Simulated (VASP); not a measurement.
# Si16O (a cell with a defect) in VASP: a series of runs

Si16O (a cell with a defect) is run at these levels: LDA; tasks: single point.

All numbers are computed with VASP 6.6.1; they aren't measurements. Logs are shortened: lines on timing, memory, paths and dates and some standing lists are left out, and cuts for length are marked.

## Step 1: The cell of the first run

The cell holds a defect, 17 atoms: a = 7.679 Å, b = 7.679 Å, c = 7.679 Å, α = 60.00°, β = 60.00°, γ = 60.00°.

## Step 2: Single point, LDA, collinear spin, zero start

Input file INCAR:

```
ALGO = Normal ; EDIFF = 1E-7
ENCUT = 520 ; ISIF = 2
ISMEAR = -1 ; ISPIN = 2
LASPH = True ; LCHARG = False
LORBIT = 11 ; LREAL = Auto
LWAVE = False ; MAGMOM = 0 0 0 0 0 0 0 0 0 0 0 0 0 0 0 0 0
NBANDS = 53 ; NELM = 150
PREC = Accurate ; SIGMA = 0.05
```

Input file KPOINTS:

```
k-points
0
Gamma
  2 2 2
```

Input file POSCAR:

```
Si16O
1.0
    0.0000000000      5.4300000000      5.4300000000
    5.4300000000      0.0000000000      5.4300000000
    5.4300000000      5.4300000000      0.0000000000
Si O
16 1
Direct
    0.0007626151      0.0021891344      0.0005086556
    0.1206757827      0.1294906998      0.1281256906
   -0.0056593923      0.0005857274      0.5036614180
    0.1245761510      0.1228520258      0.6259958564
    0.0339423573      0.5047648250     -0.0466329650
    0.1282242173      0.6281647330      0.1089916206
    0.0037886740      0.4969104052      0.4843505525
    0.1479664825      0.6286775322      0.5826373849
    0.4926691529     -0.0274343462      0.0523930939
    0.6264956722      0.1258755985      0.1386205341
    0.4988581952     -0.0017607735      0.5141357274
    0.6197053407      0.0841644567      0.6806029466
    0.5019009208      0.5017850829     -0.0121149171
    0.6639305709      0.6164060773      0.0775163904
    0.5062784530      0.4549629834      0.5461734807
    0.6278619705      0.6249627072      0.6186698895
    0.6730824125      0.4306522099      0.3113744936
```

Potentials or basis: VASP PAW LDA potentials, release 64 (Si, O).

Launch:

```bash
cat potpaw_LDA.64/Si/POTCAR potpaw_LDA.64/O/POTCAR > POTCAR
mpirun -np 1 vasp_std > vasp.out
```

OUTCAR:

```text
EDIFF = 1E-7
   ENCUT = 520
   ISIF = 2
   ISMEAR = -1
   ISPIN = 2
   LASPH = True
   LORBIT = 11
   LREAL = Auto
   NELM = 150
   PREC = Accurate

 ion  position               nearest neighbor table
   1  0.001  0.002  0.001-   6 2.35   4 2.35  10 2.35   2 2.35
   2  0.121  0.129  0.128-   1 2.35   3 2.35   9 2.36   5 2.38
   3  0.994  0.001  0.504-   4 2.35   8 2.35   2 2.35  12 2.38
   4  0.125  0.123  0.626-   7 2.35   1 2.35  11 2.35   3 2.35
   5  0.034  0.505  0.953-  14 2.32   8 2.33   6 2.35   2 2.38
   6  0.128  0.628  0.109-  13 2.34   1 2.35   5 2.35   7 2.35
   7  0.004  0.497  0.484-   4 2.35   8 2.35   6 2.35  16 2.36
   8  0.148  0.629  0.583-  15 2.32   5 2.33   3 2.35   7 2.35
   9  0.493  0.973  0.052-  14 2.32  12 2.33   2 2.36  10 2.36
  10  0.626  0.126  0.139-   1 2.35  11 2.35   9 2.36  13 2.36
  11  0.499  0.998  0.514-  16 2.34   4 2.35  10 2.35  12 2.36
  12  0.620  0.084  0.681-  15 2.33   9 2.33  11 2.36   3 2.38
  13  0.502  0.502  0.988-  14 2.31  16 2.32   6 2.34  10 2.36
  14  0.664  0.616  0.078-  17 1.65  13 2.31   9 2.32   5 2.32  15 2.94
  15  0.506  0.455  0.546-  17 1.65  16 2.31   8 2.32  12 2.33  14 2.94
  16  0.628  0.625  0.619-  15 2.31  13 2.32  11 2.34   7 2.36
  17  0.673  0.431  0.311-  15 1.65  14 1.65

  LATTYP: Found a face centered cubic cell.
 ALAT       =    10.8600000000

  Lattice vectors:

 A1 = (   0.0000000000,   5.4300000000,   5.4300000000)
 A2 = (   5.4300000000,   0.0000000000,   5.4300000000)
 A3 = (   5.4300000000,   5.4300000000,   0.0000000000)

Analysis of symmetry for initial positions (statically):
=====================================================================
 Subroutine PRICEL returns:
 Original cell was already a primitive cell.

 Routine SETGRP: Setting up the symmetry group for a
 face centered cubic supercell.

 Subroutine GETGRP returns: Found  1 space group operations
 (whereof  1 operations were pure point group operations)
 out of a pool of 48 trial point group operations.

The static configuration has the point symmetry C_1 .

Analysis of symmetry for dynamics (positions and initial velocities):
=====================================================================
 Subroutine PRICEL returns:
 Original cell was already a primitive cell.

 Routine SETGRP: Setting up the symmetry group for a
 face centered cubic supercell.

 Subroutine GETGRP returns: Found  1 space group operations
 (whereof  1 operations were pure point group operations)
 out of a pool of 48 trial point group operations.

The dynamic configuration has the point symmetry C_1 .

Analysis of structural, dynamic, and magnetic symmetry:
=====================================================================
 Subroutine PRICEL returns:
 Original cell was already a primitive cell.

 Routine SETGRP: Setting up the symmetry group for a
 face centered cubic supercell.

 Subroutine GETGRP returns: Found  1 space group operations
 (whereof  1 operations were pure point group operations)
 out of a pool of 48 trial point group operations.

The overall configuration has the point symmetry C_1 .

 Subroutine INISYM returns: Found  1 space group operations
 (whereof  1 operations are pure point group operations),
 and found     1 'primitive' translations

----------------------------------------------------------------------------------------

                                     Primitive cell

  volume of cell :     320.2060

  direct lattice vectors                    reciprocal lattice vectors
     0.000000000  5.430000000  5.430000000    -0.092081031  0.092081031  0.092081031
     5.430000000  0.000000000  5.430000000     0.092081031 -0.092081031  0.092081031
     5.430000000  5.430000000  0.000000000     0.092081031  0.092081031 -0.092081031

  length of vectors
     7.679179644  7.679179644  7.679179644     0.159489025  0.159489025  0.159489025

  position of ions in fractional coordinates (direct lattice)
     0.000762615  0.002189134  0.000508656
     0.120675783  0.129490700  0.128125691
     0.994340608  0.000585727  0.503661418
     0.124576151  0.122852026  0.625995856
     0.033942357  0.504764825  0.953367035
     0.128224217  0.628164733  0.108991621
[... 9 lines left out ...]
     0.627861970  0.624962707  0.618669889
     0.673082413  0.430652210  0.311374494

  ion indices of the primitive-cell ions
   primitive index   ion index
                 1           1
                 2           2
                 3           3
                 4           4
                 5           5
                 6           6
[... 9 lines left out ...]
                16          16
                17          17

----------------------------------------------------------------------------------------

 KPOINTS: k-points

Automatic generation of k-mesh.
 Grid dimensions read from file:
 generate k-points for:    2    2    2

 Generating k-lattice:

  Cartesian coordinates                     Fractional coordinates (reciprocal lattice)
    -0.046040516  0.046040516  0.046040516     0.500000000  0.000000000  0.000000000
     0.046040516 -0.046040516  0.046040516     0.000000000  0.500000000  0.000000000
     0.046040516  0.046040516 -0.046040516     0.000000000  0.000000000  0.500000000

  Length of vectors
     0.079744512  0.079744512  0.079744512

  Shift w.r.t. Gamma in fractional coordinates (k-lattice)
     0.000000000  0.000000000  0.000000000

 Subroutine IBZKPT returns following result:
 ===========================================

 Found      8 irreducible k-points:

 Following reciprocal coordinates:
            Coordinates               Weight
  0.000000  0.000000  0.000000      1.000000
  0.500000  0.000000  0.000000      1.000000
  0.000000  0.500000  0.000000      1.000000
  0.000000  0.000000  0.500000      1.000000
  0.500000  0.500000  0.500000      1.000000
  0.500000  0.500000  0.000000      1.000000
  0.000000  0.500000  0.500000      1.000000
  0.500000  0.000000  0.500000      1.000000
   k-points           NKPTS =      8   k-points in BZ     NKDIM =      8   number of bands    NBANDS=     53
   number of dos      NEDOS =    301   number of ions     NIONS =     17
   total plane-waves  NPLWV = 216000
   dimension x,y,z NGX =    60 NGY =   60 NGZ =   60
   dimension x,y,z NGXF=   120 NGYF=  120 NGZF=  120
   ions per type =              16   1
   NGX,Y,Z   is equivalent  to a cutoff of  12.99, 12.99, 12.99 a.u.
   NGXF,Y,Z  is equivalent  to a cutoff of  25.98, 25.98, 25.98 a.u.
 SYSTEM =  unknown system
   PREC   = accura    normal or accurate (medium, high low for compatibility)
   ISTART =      0    job   : 0-new  1-cont  2-samecut
   ICHARG =      2    charge: 1-file 2-atom 10-const
   ISPIN  =      2    spin polarized calculation?
   LNONCOLLINEAR =      F non collinear calculations
   LSORBIT =      F    spin-orbit coupling
   LASPH  =      T    aspherical Exc in radial PAW
   ENCUT  =  520.0 eV  38.22 Ry    6.18 a.u.  14.28 14.28 14.28*2*pi/ulx,y,z
   NELM   =    150;   NELMIN=  2; NELMDL= -5     # of ELM steps
   EDIFF  = 0.1E-06   stopping-criterion for ELM
   LREAL  =      T    real-space projection
   EDIFFG = 0.1E-05   stopping-criterion for IOM
   NSW    =      0    number of steps for IOM
   IBRION =     -1    ionic relax: 0-MD 1-quasi-New 2-CG
   NFREE  =      0    steps in history (QN), initial steepest desc. (CG)
   ISIF   =      2    stress and relaxation
   ISYM   =      2    0-nonsym 1-usesym 2-fastsym
   POTIM  = 0.5000    time-step for ionic-motion
   TEBEG  =    0.0;   TEEND  =   0.0 temperature during run
   PSTRESS=    0.0 pullay stress
   NELECT =      70.0000    total number of electrons
   NUPDOWN=      -1.0000    fix difference up-down
   EMIN   =  10.00;   EMAX   =-10.00  energy-range for DOS
   EFERMI =   0.00;   METHOD = LEGACY
   ISMEAR =    -1;   SIGMA  =   0.05  broadening in eV -4-tet -1-fermi 0-gaus
   EFERMI_NEDOS =   21; number of points for ismear=-14 and -15
   IALGO  =     38    algorithm
   IMIX   =      4    mixing-type and parameters
     AMIX     =   0.40;   BMIX     =  1.00
     AMIX_MAG =   1.60;   BMIX_MAG =  1.00
  volume/ion in A,a.u.               =      18.84       127.11
  Fermi-wavevector in a.u.,A,eV,Ry     =   0.986199  1.863645 13.232857  0.972588
  Thomas-Fermi vector in A             =   2.117562
   LORBIT       =     11    0 simple, 1 ext, 2 COOP (PROOUT), +10 PAW based schemes
   GGA     = CA    functional components
   LHFCALC =     F    Hartree Fock is set to
   AEXX    =    0.0000 exact exchange contribution
   IVDW    =     0    specifies the selected vdW correction
   LEPSILON=     F    determine dielectric tensor
   LRPA    =     F    only Hartree local field effects (RPA)
 spin polarized calculation
  energy-cutoff  :      520.00
  volume of cell :      320.21
 maximum number of plane-waves:      8646
 NGX is ok and might be reduce to    60
   NGX = 29   NGY = 29   NGZ = 29

 number of electron      70.0000000 magnetization       0.0000000

 number of electron      70.0000000 magnetization      -0.0000000

 Free energy of the ion-electron system (eV)
  ---------------------------------------------------
  ext. energy  EPLUGINS =         0.00000000
  ---------------------------------------------------
  free energy    TOTEN  =      -102.33714012 eV

  energy without entropy =     -102.33414829  energy(sigma->0) =     -102.33564420

 E-fermi :   6.0337     XC(G=0):  -9.7404

 val. band max:        5.8218780010   @ k =   0.0000   0.0000   0.0000
 cond. band min:       6.2219590110   @ k =   0.0000   0.0000   0.0000
 fundamental gap:      0.4000810100
 Fermi energy:         6.0337256669

 spin component 1

 k-point     1 :       0.0000    0.0000    0.0000
  band No.  band energies     occupation
      1     -14.4265      1.00000
      2      -5.8669      1.00000
      3      -4.5582      1.00000
      4      -3.7388      1.00000
      5      -3.7206      1.00000
      6      -3.3683      1.00000
[... 39 lines left out ...]
     46       8.5582      0.00000
     47       8.5883      0.00000
[... 308 lines left out ...]
      6      -4.0156      1.00000
[... 39 lines left out ...]
     46      10.0936      0.00000
     47      10.3182      0.00000
 Fermi energy:         6.0337256669

 spin component 2

 k-point     1 :       0.0000    0.0000    0.0000
  band No.  band energies     occupation
      1     -14.4265      1.00000
      2      -5.8669      1.00000
      3      -4.5582      1.00000
      4      -3.7388      1.00000
      5      -3.7206      1.00000
      6      -3.3683      1.00000
[... 39 lines left out ...]
     46       8.5582      0.00000
     47       8.5883      0.00000
[... 308 lines left out ...]
      6      -4.0156      1.00000
[... 39 lines left out ...]
     46      10.0936      0.00000
     47      10.3182      0.00000
 [bands above 47 left out]

------------------------ aborting loop because EDIFF is reached ----------------------------------------

  FORCE on cell =-STRESS in cart. coord.  units (eV):
  Direction    XX          YY          ZZ          XY          YZ          ZX
  --------------------------------------------------------------------------------------
  -------------------------------------------------------------------------------------
  Total        1.3471404      1.5265781      2.0215603      3.0670797     -2.0509811     -2.5595434
  in kB        6.7405287      7.6383602     10.1150447     15.3463873    -10.2622537    -12.8068875
  external PRESSURE =       8.1646445 kB  Pullay stress =       0.0000000 kB

 VOLUME and BASIS-vectors are now :
 -----------------------------------------------------------------------------
  energy-cutoff  :      520.00
  volume of cell :      320.21
      direct lattice vectors                 reciprocal lattice vectors
     0.000000000  5.430000000  5.430000000    -0.092081031  0.092081031  0.092081031
     5.430000000  0.000000000  5.430000000     0.092081031 -0.092081031  0.092081031
     5.430000000  5.430000000  0.000000000     0.092081031  0.092081031 -0.092081031

 POSITION                                       TOTAL-FORCE (eV/Angst)
 -----------------------------------------------------------------------------------
      0.01465      0.00690      0.01603         0.000059     -0.000021     -0.000368
      1.39886      1.35099      1.35840        -0.000526     -0.001575      0.002181
      2.73806      8.13415      5.40245         0.000033     -0.007086     -0.001059
      4.06624      4.07561      1.34354        -0.000719     -0.002785     -0.002237
      7.91766      5.36109      2.92518        -0.007320     -0.000756      0.001748
      4.00276      1.28808      4.10719        -0.002114     -0.003170     -0.004252
[... 9 lines left out ...]
      6.75293      6.76867      6.80284         0.008973      0.001985     -0.002519
      4.02921      5.34560      5.99328        -0.052246      0.052627      0.006511
 -----------------------------------------------------------------------------------
    total drift:                               -0.002133     -0.000477     -0.002688

  FREE ENERGIE OF THE ION-ELECTRON SYSTEM (eV)
  ---------------------------------------------------
  free  energy   TOTEN  =      -102.3371401169 eV

  energy  without entropy=     -102.3341482900  energy(sigma->0) =     -102.33564420

 total charge

# of ion       s       p       d       tot
------------------------------------------
    1        0.745   0.965   0.000   1.710
    2        0.751   0.943   0.000   1.693
    3        0.750   0.944   0.000   1.695
    4        0.745   0.965   0.000   1.710
    5        0.756   0.965   0.000   1.721
    6        0.745   0.961   0.000   1.707
[... 9 lines left out ...]
   16        0.751   0.983   0.000   1.734
   17        1.565   3.600   0.000   5.165
--------------------------------------------------
tot         13.559  18.997   0.000  32.556

 magnetization (x)

# of ion       s       p       d       tot
------------------------------------------
    1        0.000   0.000   0.000   0.000
    2        0.000   0.000   0.000   0.000
    3       -0.000  -0.000   0.000  -0.000
    4       -0.000   0.000   0.000   0.000
    5        0.000   0.000   0.000   0.000
    6       -0.000   0.000   0.000   0.000
[... 9 lines left out ...]
   16       -0.000  -0.000   0.000  -0.000
   17       -0.000  -0.000   0.000  -0.000
--------------------------------------------------
tot         -0.000  -0.000   0.000  -0.000
```

Wall time 7.6 min (1 thread of AMD EPYC 9R45 (Zen 5), shared host); peak memory 0.46 GiB.

What came out:

```
Free energy                                           : -102.3371 eV
Pressure                                              : 0.8 GPa
Largest force                                         : 0.100 eV/Å
Band gap on the k mesh                                : 0.40 eV
Net moment                                            : 0.00 μB per cell
Valence electrons inside the program's atomic spheres : Si 1.71, 1.69, 1.70, 1.72, 1.73 (each value once); O 5.17
```

Forces on the atoms (eV/Å):
```
Si   0.000  0.000  0.000
Si  -0.001 -0.002  0.002
Si   0.000 -0.007 -0.001
Si  -0.001 -0.003 -0.002
Si  -0.007 -0.001  0.002
Si  -0.002 -0.003 -0.004
Si  -0.001 -0.003 -0.003
Si  -0.004 -0.005  0.005
Si  -0.001 -0.001 -0.005
Si  -0.001  0.001 -0.002
Si   0.003 -0.001 -0.001
Si  -0.002  0.002 -0.003
Si   0.009  0.008 -0.003
Si  -0.028 -0.072  0.064
Si   0.077  0.032 -0.050
Si   0.009  0.002 -0.003
O   -0.052  0.053  0.007
```

Caveat: the k points lie up to 0.50 Å⁻¹ apart; semilocal functionals underestimate gaps, and a narrow one can read as zero.

[end of part 1 of 2]
